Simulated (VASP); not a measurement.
A run of VASP 6.6.1 is set up as follows.

The input INCAR:

```
PREC = Accurate
ENCUT = 600
EDIFF = 1E-6
ISMEAR = 0
SIGMA = 0.1
LREAL = F
LASPH = T
NELM = 100
ALGO = Normal
ISIF = 3
LWAVE = F
LCHARG = F
GGA = PS
IBRION = 2
NSW = 80
EDIFFG = -0.02
```

KPOINTS

```
regular mesh
0
Gamma
  9 9 5
```

File POSCAR:

```
Ru
1.0
    2.7058000000      0.0000000000      0.0000000000
   -1.3529000000      2.3432915400      0.0000000000
    0.0000000000      0.0000000000      4.2819000000
Ru
2
Direct
    0.3333333333      0.6666666667      0.2500000000
    0.6666666667      0.3333333333      0.7500000000
```

Potentials or basis: VASP PAW PBE potentials, release 64 (Ru_pv).

Run with:

```console
$ cat potpaw_PBE.64/Ru_pv/POTCAR > POTCAR
$ mpirun -np 1 vasp_std > vasp.out
```

What does it give for the space group after relaxing (to 0.1 Å)?

P6_3/mmc (No. 194).

Estimate the relaxed volume.

13.31 Å³/atom.

Estimate the band gap on the k mesh.

zero (bands 14 and 15 overlap by 3.16 eV).

Stress tensor (GPa, compression positive):
```
 0.18  0.00  0.00
 0.00  0.18  0.00
 0.00  0.00 -0.12
```

Caveat: the PAW data sets were made with another functional, which shifts forces and pressure a little.
